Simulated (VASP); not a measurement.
Runs of VASP 6.6.1 on Mo. The structure is that of space group P6/mmm (No. 191), or close to it. The cells are those of the table. 

| cell | gap on the mesh (eV) | pressure (GPa) |
| --- | --- | --- |
| a = 2.650, b = 2.650, c = 2.723 Å, angles 90.0, 90.0, 120.0°, 1 atom | none | (a) |
| a = 2.773, b = 2.773, c = 2.487 Å, angles 90.0, 90.0, 120.0°, 1 atom | none | 3.6 |
| a = 2.574, b = 2.574, c = 2.885 Å, angles 90.0, 90.0, 120.0°, 1 atom | none | 14.3 |
| a = 2.813, b = 2.813, c = 2.417 Å, angles 90.0, 90.0, 120.0°, 1 atom | none | (b) |
| a = 2.888, b = 2.888, c = 2.293 Å, angles 90.0, 90.0, 120.0°, 1 atom | none | 11.5 |

Alike in all rows: task single point; level PBE; potentials or basis VASP PAW PBE potentials, release 64 (Mo_sv); no spin polarisation; k mesh 24 × 24 × 20; cutoff (eV) 520; smearing gaussian 0.15 eV.

Fill in the values left out.

(a) 7.7; (b) 4.8.

A k mesh can miss the band edges, and the runs leave out spin-orbit coupling on Mo.

A gap of «none» marks levels without a gap at the run's occupations.
